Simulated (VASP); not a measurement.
# BeS (zincblende type): electric field gradients with PBE

BeS (zincblende type):

```
Be S
1.0
     0.00000    2.42129    2.42129
     2.42129    0.00000    2.42129
     2.42129    2.42129    0.00000
Be S
1 1
Cartesian
  0.0000 0.0000 0.0000
  1.2106 1.2106 1.2106
```

This cell differs from its parent crystal: volume scaled by 0.98.

```yaml
Program: VASP 6.6.1
Task: electric field gradients
Functional: PBE
Potentials_or_basis: VASP PAW PBE potentials, release 64 (Be, S)
Cutoff: 520 eV
k_mesh: 12 × 12 × 12
Occupations: fermi-dirac, width 0.05 eV
Spin: no spin polarisation
Dipole_correction: no
Further_INCAR_settings: ALGO = Normal; EDIFF = 1e-08; NBANDS = 11
```

The pressure is 2.0 GPa and the band gap on the k mesh is 3.10 eV, indirect (least direct gap 5.67 eV).

Levels at points of the mesh, in eV from the valence-band top:
```
           k point  band 1  band 2  band 3  band 4  band 5  band 6  band 7  band 8
(0.00, 0.00, 0.00)  -13.72    0.00    0.00    0.00    5.67    5.67    5.67    5.93
(0.50, 0.00, 0.00)  -12.10   -5.82   -1.04   -1.04    5.50    6.56    6.56   11.23
(0.50, 0.50, 0.00)  -11.55   -5.04   -2.66   -2.66    3.10    4.91   12.82   12.82
```

It took 21 s on 1 thread of Intel(R) Xeon(R) Platinum 8559C (Emerald Rapids) (shared host), peak memory 0.15 GiB.

Caveat: without QUAD_EFG the Cq values of the log hold for a quadrupole moment of 1 mb, not for the nuclei. A k mesh can miss the band edges.
